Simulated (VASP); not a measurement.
Set up this calculation in VASP 6.6.1, as the native input.

| Property | Result |
| --- | --- |
| Task | single point |
| Functional | PBE |
| Potentials or basis | VASP PAW PBE potentials, release 64 (Sn_d, O) |
| Cutoff | 520 eV |
| k mesh | 4 × 4 × 6 |
| Occupations | fermi-dirac, width 0.03 eV |
| Spin | no spin polarisation |
| Dipole correction | no |
| Further INCAR settings | ALGO = Normal; EDIFF = 1e-07; NBANDS = 35 |

The structure of SnO2 lies in POSCAR:

```
SnO2
1.0
    4.7530888199      0.0000000000      0.0000000000
    0.0000000000      4.7530888199      0.0000000000
    0.0000000000      0.0000000000      3.1969861243
Sn O
2 4
Direct
    0.0000000000      0.0000000000      0.0000000000
    0.5000000000      0.5000000000      0.5000000000
    0.3056200000      0.3056200000      0.0000000000
    0.1943800000      0.8056200000      0.5000000000
    0.6943800000      0.6943800000      0.0000000000
    0.8056200000      0.1943800000      0.5000000000
```

This cell differs from its parent crystal: volume scaled by 1.01.

One way to write it, as run:

INCAR

```
PREC = Accurate ; ENCUT = 520
EDIFF = 1E-7 ; ISMEAR = -1
SIGMA = 0.03 ; LREAL = False
LASPH = True ; NELM = 60
ALGO = Normal ; ISIF = 2
LWAVE = False ; LCHARG = False
GGA = PE ; NBANDS = 35
```

KPOINTS

```
Automatic mesh
0
Gamma
  4 4 6
```

Potentials or basis: VASP PAW PBE potentials, release 64 (Sn_d, O).

Run with:

```sh
$ cat potpaw_PBE.64/Sn_d/POTCAR potpaw_PBE.64/O/POTCAR > POTCAR
$ mpirun -np 1 vasp_std > vasp.out
```

It gave:

```json
{
 "Pressure": "9.2 GPa",
 "Largest force": "0.017 eV/Å",
 "Band gap on the k mesh": "1.13 eV, direct"
}
```

Caveat: spin-orbit coupling is left out, which moves the levels of the heavy elements.

It took 61 s on 1 thread of Intel Xeon 6975P-C, on a shared host, peak memory 0.2 GiB.
